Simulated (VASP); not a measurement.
Write the native input for VASP 6.6.1 that does the following.

```
Task                   : single point
Functional             : PBEsol
Potentials or basis    : VASP PAW PBE potentials, release 64 (W_sv)
Cutoff                 : 520 eV
k mesh                 : 20 × 20 × 20
Occupations            : gaussian, width 0.15 eV
Spin                   : no spin polarisation
Dipole correction      : no
Further INCAR settings : ALGO = Fast; EDIFF = 1e-06; NBANDS = 13
```

The structure of W lies in POSCAR:

```
W
1.0
    0.0000000000      2.0807500000      2.0300000000
    2.0300000000      0.0000000000      2.0300000000
    2.0300000000      2.0807500000      0.0000000000
W
1
Direct
    0.0000000000      0.0000000000      0.0000000000
```

This cell differs from its parent crystal: strain +0.0250 x Voigt [0, 1, 0, 0, 0, 0].

The input as run:

INCAR

```
SYSTEM = W
ALGO     = Fast           ! electronic algorithm
EDIFF    = 1E-6           ! SCF threshold, eV
ENCUT    = 520            ! plane-wave cutoff, eV
GGA      = PS             ! functional
ISIF     = 2              ! what is computed and relaxed
ISMEAR   = 0              ! smearing method
LASPH    = .True.         ! aspherical terms in the spheres
LCHARG   = .False.        ! write CHGCAR
LREAL    = .False.        ! projectors in reciprocal space
LWAVE    = .False.        ! write WAVECAR
NBANDS   = 13             ! bands
NELM     = 100            ! most SCF steps
PREC     = Accurate       ! precision mode
SIGMA    = 0.15           ! smearing width, eV
```

KPOINTS

```
k-points
0
Gamma
  20 20 20
  0 0 0
```

Potentials or basis: VASP PAW PBE potentials, release 64 (W_sv).

The run is started by

```console
$ cat potpaw_PBE.64/W_sv/POTCAR > POTCAR
$ mpirun -np 1 vasp_std > vasp.out
```

It gave:

* Pressure: -18.1 GPa
* Band gap on the k mesh: zero (band 7 reaches 12.72 eV, above the bottom of band 8 at 9.26 eV)

Caveat: the cell differs from its parent crystal (strain +0.0250 x Voigt [0, 1, 0, 0, 0, 0]); the PAW data sets were made with another functional, which shifts forces and pressure a little; spin-orbit coupling is left out, which moves the levels of the heavy elements.

Wall time 4.4 min on 1 thread of AMD EPYC 7R13 (shared host), peak memory 0.22 GiB.
